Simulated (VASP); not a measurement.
Runs of VASP 6.6.1 on TmH. The structure is that of space group Pm-3m (No. 221), or close to it. The cells are those of the table. The cell was built from a structure type or drawn by symmetry, and may not be a known phase.

```tsv
task	cell	k mesh	gap on the mesh (eV)	pressure (GPa)	relaxed volume (Å³/atom)
relaxation of cell and atoms	relaxed from a = 3.136 Å, 2 atoms	18 × 18 × 18	none	0.0	15.25
relaxation of cell and atoms	relaxed from a = 3.299 Å, 2 atoms	6 × 6 × 6	none	-0.3	(b)
single point	a = 3.136 Å, 2 atoms	6 × 6 × 6	none	(a)	-
single point	a = 3.122 Å, 2 atoms	18 × 18 × 18	none	0.2	-
single point	a = 3.299 Å, 2 atoms	6 × 6 × 6	none	-5.7	-
```

Alike in all rows: level PBE; potentials or basis VASP PAW PBE potentials, release 64 (Tm_3, H), 4f in core; no spin polarisation; cutoff (eV) 500; smearing gaussian 0.1 eV.

Estimate the missing entries.

(a) 0.3; (b) 15.63.

Caveats: spin-orbit coupling is left out, which moves the levels of the heavy elements; the 4f electrons are frozen in the core, so they carry no moment and show no levels; the cell stands under tension (at least some runs).

A k mesh can miss the band edges, and the runs leave out spin-orbit coupling on Tm.

A gap of «none» marks levels without a gap at the run's occupations.
